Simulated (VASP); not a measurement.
# Pd3Pt (Fm-3m) in VASP: notebook, part 2 of 2

VASP 6.6.1. Earlier steps stand in the parts before.

### Step 4. Relaxation of cell and atoms, PBE

The input, INCAR:

```
ALGO = Normal
EDIFF = 1E-6
EDIFFG = -0.04
ENCUT = 600
GGA = PE
IBRION = 2
ISIF = 3
ISMEAR = 0
LASPH = T
LCHARG = F
LREAL = F
LWAVE = F
NELM = 60
NSW = 90
PREC = Accurate
SIGMA = 0.1
```

The input, KPOINTS:

```
k-points
0
Gamma
  6 6 6
```

The input, POSCAR:

```
Pd3Pt
1.0
    0.0000000000      3.0678863500      3.0678863500
    3.0678863500      0.0000000000      3.0678863500
    3.0678863500      3.0678863500      0.0000000000
Pd Pt
3 1
Direct
    0.2500000000      0.2500000000      0.2500000000
    0.7500000000      0.7500000000      0.7500000000
    0.5000000000      0.5000000000      0.5000000000
    0.0000000000      0.0000000000      0.0000000000
```

Potentials or basis: VASP PAW PBE potentials, release 64 (Pd, Pt).

Run with:

```sh
$ cat potpaw_PBE.64/Pd/POTCAR potpaw_PBE.64/Pt/POTCAR > POTCAR
$ mpirun -np 1 vasp_std > vasp.out
```

OUTCAR:

```text
EDIFF = 1E-6
   EDIFFG = -0.04
   ENCUT = 600
   GGA = PE
   IBRION = 2
   ISIF = 3
   ISMEAR = 0
   LASPH = T
   LREAL = F
   NELM = 60
   NSW = 90
   PREC = Accurate

 ion  position               nearest neighbor table
   1  0.250  0.250  0.250-   4 2.66   4 2.66   4 2.66   3 2.66   4 2.66   3 2.66   3 2.66   3 2.66
                             2 3.07   2 3.07   2 3.07   2 3.07   2 3.07   2 3.07
   2  0.750  0.750  0.750-   3 2.66   3 2.66   3 2.66   3 2.66   4 2.66   4 2.66   4 2.66   4 2.66
                             1 3.07   1 3.07   1 3.07   1 3.07   1 3.07   1 3.07
   3  0.500  0.500  0.500-   1 2.66   1 2.66   1 2.66   1 2.66   2 2.66   2 2.66   2 2.66   2 2.66
                             4 3.07   4 3.07   4 3.07   4 3.07   4 3.07   4 3.07
   4  0.000  0.000  0.000-   2 2.66   2 2.66   2 2.66   1 2.66   2 2.66   1 2.66   1 2.66   1 2.66
                             3 3.07   3 3.07   3 3.07   3 3.07   3 3.07   3 3.07

  LATTYP: Found a face centered cubic cell.
 ALAT       =     6.1357727000

  Lattice vectors:

 A1 = (   0.0000000000,   3.0678863500,   3.0678863500)
 A2 = (   3.0678863500,   0.0000000000,   3.0678863500)
 A3 = (   3.0678863500,   3.0678863500,   0.0000000000)

Analysis of symmetry for initial positions (statically):
=====================================================================
 Subroutine PRICEL returns:
 Original cell was already a primitive cell.

 Routine SETGRP: Setting up the symmetry group for a
 face centered cubic supercell.

 Subroutine GETGRP returns: Found 48 space group operations
 (whereof 48 operations were pure point group operations)
 out of a pool of 48 trial point group operations.

The static configuration has the point symmetry O_h .

Analysis of symmetry for dynamics (positions and initial velocities):
=====================================================================
 Subroutine PRICEL returns:
 Original cell was already a primitive cell.

 Routine SETGRP: Setting up the symmetry group for a
 face centered cubic supercell.

 Subroutine GETGRP returns: Found 48 space group operations
 (whereof 48 operations were pure point group operations)
 out of a pool of 48 trial point group operations.

The dynamic configuration has the point symmetry O_h .

 Subroutine INISYM returns: Found 48 space group operations
 (whereof 48 operations are pure point group operations),
 and found     1 'primitive' translations

----------------------------------------------------------------------------------------

                                     Primitive cell

  volume of cell :      57.7494

  direct lattice vectors                    reciprocal lattice vectors
     0.000000000  3.067886350  3.067886350    -0.162978658  0.162978658  0.162978658
     3.067886350  0.000000000  3.067886350     0.162978658 -0.162978658  0.162978658
     3.067886350  3.067886350  0.000000000     0.162978658  0.162978658 -0.162978658

  length of vectors
     4.338646484  4.338646484  4.338646484     0.282287316  0.282287316  0.282287316

  position of ions in fractional coordinates (direct lattice)
     0.250000000  0.250000000  0.250000000
     0.750000000  0.750000000  0.750000000
     0.500000000  0.500000000  0.500000000
     0.000000000  0.000000000  0.000000000

  ion indices of the primitive-cell ions
   primitive index   ion index
                 1           1
                 2           2
                 3           3
                 4           4

----------------------------------------------------------------------------------------

 KPOINTS: k-points

Automatic generation of k-mesh.
 Grid dimensions read from file:
 generate k-points for:    6    6    6

 Generating k-lattice:

  Cartesian coordinates                     Fractional coordinates (reciprocal lattice)
    -0.027163110  0.027163110  0.027163110     0.166666667  0.000000000  0.000000000
     0.027163110 -0.027163110  0.027163110     0.000000000  0.166666667  0.000000000
     0.027163110  0.027163110 -0.027163110     0.000000000  0.000000000  0.166666667

  Length of vectors
     0.047047886  0.047047886  0.047047886

  Shift w.r.t. Gamma in fractional coordinates (k-lattice)
     0.000000000  0.000000000  0.000000000

 Subroutine IBZKPT returns following result:
 ===========================================

 Found     16 irreducible k-points:

 Following reciprocal coordinates:
            Coordinates               Weight
  0.000000  0.000000  0.000000      1.000000
  0.166667  0.000000  0.000000      8.000000
  0.333333  0.000000  0.000000      8.000000
  0.500000  0.000000  0.000000      4.000000
  0.166667  0.166667  0.000000      6.000000
  0.333333  0.166667  0.000000     24.000000
[... 8 lines left out ...]
 -0.333333  0.333333  0.166667     24.000000
 -0.333333  0.500000  0.166667     12.000000
   k-points           NKPTS =     16   k-points in BZ     NKDIM =     16   number of bands    NBANDS=     24
   number of dos      NEDOS =    301   number of ions     NIONS =      4
   total plane-waves  NPLWV =  46656
   dimension x,y,z NGX =    36 NGY =   36 NGZ =   36
   dimension x,y,z NGXF=    72 NGYF=   72 NGZF=   72
   ions per type =               3   1
   NGX,Y,Z   is equivalent  to a cutoff of  13.79, 13.79, 13.79 a.u.
   NGXF,Y,Z  is equivalent  to a cutoff of  27.59, 27.59, 27.59 a.u.
 SYSTEM =  unknown system
   PREC   = accura    normal or accurate (medium, high low for compatibility)
   ISTART =      0    job   : 0-new  1-cont  2-samecut
   ICHARG =      2    charge: 1-file 2-atom 10-const
   ISPIN  =      1    spin polarized calculation?
   LNONCOLLINEAR =      F non collinear calculations
   LSORBIT =      F    spin-orbit coupling
   LASPH  =      T    aspherical Exc in radial PAW
   ENCUT  =  600.0 eV  44.10 Ry    6.64 a.u.   8.67  8.67  8.67*2*pi/ulx,y,z
   NELM   =     60;   NELMIN=  2; NELMDL= -5     # of ELM steps
   EDIFF  = 0.1E-05   stopping-criterion for ELM
   LREAL  =      F    real-space projection
   EDIFFG = -.4E-01   stopping-criterion for IOM
   NSW    =     90    number of steps for IOM
   IBRION =      2    ionic relax: 0-MD 1-quasi-New 2-CG
   NFREE  =      1    steps in history (QN), initial steepest desc. (CG)
   ISIF   =      3    stress and relaxation
   ISYM   =      2    0-nonsym 1-usesym 2-fastsym
   POTIM  = 0.5000    time-step for ionic-motion
   TEBEG  =    0.0;   TEEND  =   0.0 temperature during run
   PSTRESS=    0.0 pullay stress
   NELECT =      40.0000    total number of electrons
   NUPDOWN=      -1.0000    fix difference up-down
   EMIN   =  10.00;   EMAX   =-10.00  energy-range for DOS
   EFERMI =   0.00;   METHOD = LEGACY
   ISMEAR =     0;   SIGMA  =   0.10  broadening in eV -4-tet -1-fermi 0-gaus
   EFERMI_NEDOS =   21; number of points for ismear=-14 and -15
   IALGO  =     38    algorithm
   IMIX   =      4    mixing-type and parameters
     AMIX     =   0.40;   BMIX     =  1.00
     AMIX_MAG =   1.60;   BMIX_MAG =  1.00
  volume/ion in A,a.u.               =      14.44        97.43
  Fermi-wavevector in a.u.,A,eV,Ry     =   1.448479  2.737229 28.546270  2.098092
  Thomas-Fermi vector in A             =   2.566315
   LORBIT       =      0    0 simple, 1 ext, 2 COOP (PROOUT), +10 PAW based schemes
   GGA     = PE    functional components
   LHFCALC =     F    Hartree Fock is set to
   AEXX    =    0.0000 exact exchange contribution
   IVDW    =     0    specifies the selected vdW correction
   LEPSILON=     F    determine dielectric tensor
   LRPA    =     F    only Hartree local field effects (RPA)
 conjugate gradient relaxation of ions
 non-spin polarized calculation
 Gauss-broadening in eV      SIGMA  =   0.10
  energy-cutoff  :      600.00
  volume of cell :       57.75
 maximum number of plane-waves:      1964
 NGX is ok and might be reduce to    36
   NGX = 17   NGY = 17   NGZ = 17

--------------------------------------- Ionic step        1  -------------------------------------------

 number of electron      39.9999998 magnetization

 Free energy of the ion-electron system (eV)
  ---------------------------------------------------
  ext. energy  EPLUGINS =         0.00000000
  ---------------------------------------------------
  free energy    TOTEN  =       -21.40155544 eV

  energy without entropy =      -21.37576631  energy(sigma->0) =      -21.38866087

 E-fermi :  10.6341     XC(G=0): -13.4278

 val. band max:       10.6103560392   @ k =   0.3333   0.1667   0.0000
 cond. band min:      10.6411607564   @ k =   0.5000   0.0000   0.0000
 fundamental gap:      0.0308047172
 Fermi energy:        10.6340743639

 k-point     1 :       0.0000    0.0000    0.0000
  band No.  band energies     occupation
      1       2.4180      2.00000
      2       4.7469      2.00000
      3       4.7469      2.00000
      4       6.5117      2.00000
      5       6.5117      2.00000
      6       6.5117      2.00000
[... 532 lines left out ...]
  energy  without entropy=      -21.5604750135  energy(sigma->0) =      -21.57460701

--------------------------------------- Ionic step        4  -------------------------------------------

 number of electron      40.0000004 magnetization

 Free energy of the ion-electron system (eV)
  ---------------------------------------------------
  ext. energy  EPLUGINS =         0.00000000
  ---------------------------------------------------
  free energy    TOTEN  =       -21.58899795 eV

  energy without entropy =      -21.56082046  energy(sigma->0) =      -21.57490920

 E-fermi :   9.4159     XC(G=0): -12.9951

 val. band max:        9.3936629416   @ k =   0.3333   0.1667   0.0000
 cond. band min:       9.4492627337   @ k =   0.5000   0.0000   0.0000
 fundamental gap:      0.0555997921
 Fermi energy:         9.4159065448

 k-point     1 :       0.0000    0.0000    0.0000
  band No.  band energies     occupation
      1       1.8053      2.00000
      2       4.1681      2.00000
      3       4.1681      2.00000
      4       5.7263      2.00000
      5       5.7263      2.00000
      6       5.7263      2.00000
[... 452 lines left out ...]
  FREE ENERGIE OF THE ION-ELECTRON SYSTEM (eV)
  ---------------------------------------------------
  free  energy   TOTEN  =       -21.5889979489 eV

  energy  without entropy=      -21.5608204599  energy(sigma->0) =      -21.57490920

 reached required accuracy - stopping structural energy minimisation
```

OSZICAR:

```text
N       E                     dE             d eps       ncg     rms          rms(c)
DAV:   1     0.290647491058E+03    0.29065E+03   -0.22749E+04   776   0.184E+03
DAV:   2    -0.152591874925E+02   -0.30591E+03   -0.29845E+03   904   0.385E+02
DAV:   3    -0.225596794831E+02   -0.73005E+01   -0.70325E+01   880   0.627E+01
[... 40 lines left out ...]
DAV:   3    -0.215891201783E+02   -0.44597E-04   -0.14060E-03   792   0.420E-01    0.119E-01
DAV:   4    -0.215889878552E+02    0.13232E-03   -0.46261E-04   792   0.273E-01    0.476E-02
DAV:   5    -0.215889918714E+02   -0.40161E-05   -0.51037E-05   816   0.876E-02    0.335E-02
DAV:   6    -0.215889979809E+02   -0.61095E-05   -0.17725E-05   768   0.468E-02    0.274E-03
DAV:   7    -0.215889979489E+02    0.31979E-07   -0.92776E-07   424   0.818E-03
   4 F= -.21588998E+02 E0= -.21574909E+02  d E =-.187443E+00
```

Run time: 2.6 min. Hardware: 1 thread of Intel Xeon 8259CL, shared host; peak memory 0.23 GiB.

Results:

- Free energy: -21.5890 eV
- Relaxed volume: 15.49 Å³/atom
- Relaxed cell: a = 4.441 Å, b = 4.441 Å, c = 4.441 Å, α = 60.00°, β = 60.00°, γ = 60.00°
- Space group after relaxing (to 0.1 Å): Fm-3m (No. 225)
- Energy gained by relaxing: 46.9 meV/atom
- Ionic steps: 4
- Pressure after relaxing: -0.1 GPa
- Band gap on the k mesh: zero (bands 20 and 21 overlap by 0.95 eV)

The path:
| step | energy change (eV) | largest force (eV/Å) | pressure (GPa) | volume (Å³) |
| --- | --- | --- | --- | --- |
| 1 | 0.0000 | 0.0000 | 15.53 | 57.75 |
| 2 | 0.3007 | 0.0000 | -16.29 | 70.26 |
| 3 | -0.1872 | 0.0000 | -0.49 | 62.09 |
| 4 | -0.1874 | 0.0000 | -0.07 | 61.94 |

Final structure:
```yaml
crystal:
  lattice:
    - [0.00000, 3.14043, 3.14043]
    - [3.14043, 0.00000, 3.14043]
    - [3.14043, 3.14043, 0.00000]
  atoms:
    - { symbol: Pd, position: [0.25000, 0.25000, 0.25000] }
    - { symbol: Pd, position: [0.75000, 0.75000, 0.75000] }
    - { symbol: Pd, position: [0.50000, 0.50000, 0.50000] }
    - { symbol: Pt, position: [0.00000, 0.00000, 0.00000] }
```

Caveat: spin-orbit coupling is left out, which moves the levels of the heavy elements.

### Step 5. Single point, PBE

This run uses another cell than the first one, of 15.50 Å³/atom.

The input, INCAR:

```
SYSTEM = Pd3Pt
PREC = Accurate ; ENCUT = 520
EDIFF = 1E-6 ; ISMEAR = 0
SIGMA = 0.1 ; LREAL = .False.
LASPH = .True. ; NELM = 60
ALGO = Fast ; ISIF = 2
LWAVE = .False. ; LCHARG = .False.
GGA = PE ; NBANDS = 28
```

The input, KPOINTS:

```
regular mesh
0
Gamma
  12 12 12
  0 0 0
```

The input, POSCAR:

```
Pd3Pt
1.0
    0.0000000000      3.1416851304      3.1416851304
    3.1416851304      0.0000000000      3.1416851304
    3.1416851304      3.1416851304      0.0000000000
Pd Pt
3 1
Direct
    0.2500000000      0.2500000000      0.2500000000
    0.7500000000      0.7500000000      0.7500000000
    0.5000000000      0.5000000000      0.5000000000
    0.0000000000      0.0000000000      0.0000000000
```

Run with:

```sh
$ cat potpaw_PBE.64/Pd/POTCAR potpaw_PBE.64/Pt/POTCAR > POTCAR
$ mpirun -np 1 vasp_std > vasp.out
```

It took 3.9 min on 1 thread of Intel Xeon 8259CL, shared host; peak memory 0.28 GiB.

It converged, with:

```yaml
Free_energy: -21.5769 eV
Pressure: -0.3 GPa
Band_gap_on_the_k_mesh: zero (bands 20 and 21 overlap by 0.96 eV)
```

Levels at points of the mesh, in eV from the Fermi level:
```tsv
k point	band 17	band 18	band 19	band 20	band 21	band 22	band 23	band 24
(0.00, 0.00, 0.00)	-0.44	-0.44	0.26	0.26	0.26	6.95	8.23	8.72
(0.50, 0.00, 0.00)	-0.68	-0.68	-0.45	-0.45	0.08	0.28	7.48	7.48
(0.50, 0.50, 0.00)	-0.84	-0.53	0.48	0.54	0.66	0.66	1.18	1.18
```

Caveat: spin-orbit coupling is left out, which moves the levels of the heavy elements.

### Step 6. Overview

```tsv
task	cell	k mesh	cutoff (eV)	gap on the mesh (eV)	pressure (GPa)
single point	a = 4.339 Å, angles 60.0°, 4 atoms	6 × 6 × 6	520	none	15.5
single point	a = 4.444 Å, angles 60.0°, 4 atoms	6 × 6 × 6	520	none	-0.4
relaxation of cell and atoms	relaxed from a = 4.339 Å, angles 60.0°, 4 atoms	6 × 6 × 6	600	none	-0.1
single point	a = 4.443 Å, angles 60.0°, 4 atoms	12 × 12 × 12	520	none	-0.3
```

Alike in all rows: level PBE; potentials or basis VASP PAW PBE potentials, release 64 (Pd, Pt); no spin polarisation; smearing gaussian 0.1 eV.

Caveats: spin-orbit coupling is left out, which moves the levels of the heavy elements; the cell stands under pressure (at least some runs).

Total energies depend on the potentials used, so only differences within one code and one set of settings carry meaning.
